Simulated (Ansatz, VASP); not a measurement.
# One calculation of N, two programs

File POSCAR:

```
N
1.0
    5.6490000000      0.0000000000      0.0000000000
    0.0000000000      5.6490000000      0.0000000000
    0.0000000000      0.0000000000      5.6490000000
N
4
Direct
    0.0300000000      0.0300000000      0.0300000000
    0.4700000000      0.9700000000      0.5300000000
    0.5300000000      0.4700000000      0.9700000000
    0.9700000000      0.5300000000      0.4700000000
```

File INCAR.step1:

```
SYSTEM = N
  PREC = Accurate
  ENCUT = 520
  ISMEAR = 0
  SIGMA = 0.02
  LREAL = .False.
  LASPH = .True.
  NELM = 150
  ISPIN = 2
  MAGMOM = 3.23 3.23 3.23 3.23
  NBANDS = 22
  GGA = PE
  ALGO = Normal
  EDIFF = 1E-4
  LWAVE = .True.
  LCHARG = .False.
```

INCAR.step2

```
SYSTEM = N
  PREC = Accurate
  ENCUT = 520
  EDIFF = 1E-6
  ISMEAR = 0
  SIGMA = 0.02
  LREAL = .False.
  LASPH = .True.
  NELM = 150
  ALGO = Normal
  ISIF = 2
  LWAVE = .False.
  LCHARG = .False.
  ISPIN = 2
  MAGMOM = 3.23 3.23 3.23 3.23
  LORBIT = 11
  METAGGA = R2SCAN
  LMIXTAU = .True.
  NBANDS = 22
  ISTART = 1
```

Contents of KPOINTS:

```
Automatic mesh
0
Gamma
  4 4 4
  0 0 0
```

Input for Ansatz:

```yaml
crystal:
  lattice:
    - [5.649, 0.0, 0.0]
    - [0.0, 5.649, 0.0]
    - [0.0, 0.0, 5.649]
  atoms:
    - { symbol: "N", position: [0.03, 0.03, 0.03], spin: 3.23 }
    - { symbol: "N", position: [0.47, 0.97, 0.53], spin: 3.23 }
    - { symbol: "N", position: [0.53, 0.47, 0.97], spin: 3.23 }
    - { symbol: "N", position: [0.97, 0.53, 0.47], spin: 3.23 }
basis:
  ecutwfc: 500
kpoints:
  mp_grid: { grid: [4, 4, 4] }
hamiltonian:
  xc: r2scan
scf:
  occupations: { method: gaussian, width: 0.02 }
output:
  forces: true
  stress: true
  eigenvalues: true
  populations: true
magnetization:
  spin_polarized: true
```

Alike in both runs: task single point; functional r2SCAN; k mesh 4 × 4 × 4; occupations gaussian, width 0.02 eV; collinear spin.

|  | VASP | Ansatz |
| --- | --- | --- |
| version | VASP 6.6.1 | Ansatz 0.2.0 |
| potentials or method | VASP PAW PBE potentials, release 64 (N), cutoff 520 eV | scalar-relativistic, plane waves, PAW |
| valence electrons in the cell | 20 | 20 |

|  | VASP | Ansatz | Ansatz less VASP |
| --- | --- | --- | --- |
| gap on the k mesh at the Fermi level (eV) | 4.63 | 4.63 | -0.004 |
| least direct gap on the mesh (eV) | 4.69 | 4.69 | -0.004 |
| pressure (GPa) | -0.1 | 0.0 | +0.12 |
| rms of the force components (eV/Å) | 0.008 | 0.008 | +0.0003 |
| net moment per atom (μB) | 3.00 | 3.00 | 0.000 |
| size of the moment on the site where the two differ most (μB) | 1.99 | 2.92 | +0.935 |

VASP's potentials were made for PBE, not for r2SCAN. Site moments also hang on the region over which each program counts them. Atom by atom the forces differ by 0.000 eV/Å (rms over components). Ansatz's warnings: stability check not made.
